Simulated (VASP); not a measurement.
GaN: vibrations by perturbation theory with LDA

GaN:

```
CELL_PARAMETERS angstrom
0.00000 2.13524 2.13524
2.13524 0.00000 2.13524
2.13524 2.13524 0.00000
ATOMIC_POSITIONS crystal
Ga 0.00000 0.00000 0.00000
N 0.50000 0.50000 0.50000
```

```
Program                : VASP 6.6.1
Task                   : vibrations by perturbation theory
Functional             : LDA
Potentials or basis    : VASP PAW LDA potentials, release 64 (Ga_d, N)
Cutoff                 : 520 eV
k mesh                 : 8 × 8 × 8
Occupations            : gaussian, width 0.01 eV
Spin                   : no spin polarisation
Dipole correction      : no
Further INCAR settings : ALGO = Normal; EDIFF = 1e-08; IBRION = 8; NSW = 1
```

```
Electronic dielectric tensor (diagonal)                 : 9.01
Born charges (mean of the diagonal)                     : Ga +3.64; N -3.64 e
Highest phonon frequency at Γ, LO-TO splitting left out : 171 cm⁻¹
```

Phonon frequencies in cm⁻¹ (negative: imaginary):
```tsv
q point	frequencies
(0.000, 0.000, 0.000)	-1 -1 -1 171 171 171
```

Electronic dielectric tensor:
```
9.01 0.00 0.00
0.00 9.01 0.00
0.00 0.00 9.01
```

Born effective charge tensors (e):
atom 1, Ga
```
3.64 0.00 0.00
0.00 3.64 0.00
0.00 0.00 3.64
```
atom 2, N
```
-3.64  0.00  0.00
 0.00 -3.64  0.00
 0.00  0.00 -3.64
```

Run time: 79 s on 1 thread of Intel Xeon 6975P-C, on a shared host, peak memory 0.17 GiB.

Caveat: the cell wasn't relaxed at this level first, which shifts response properties.
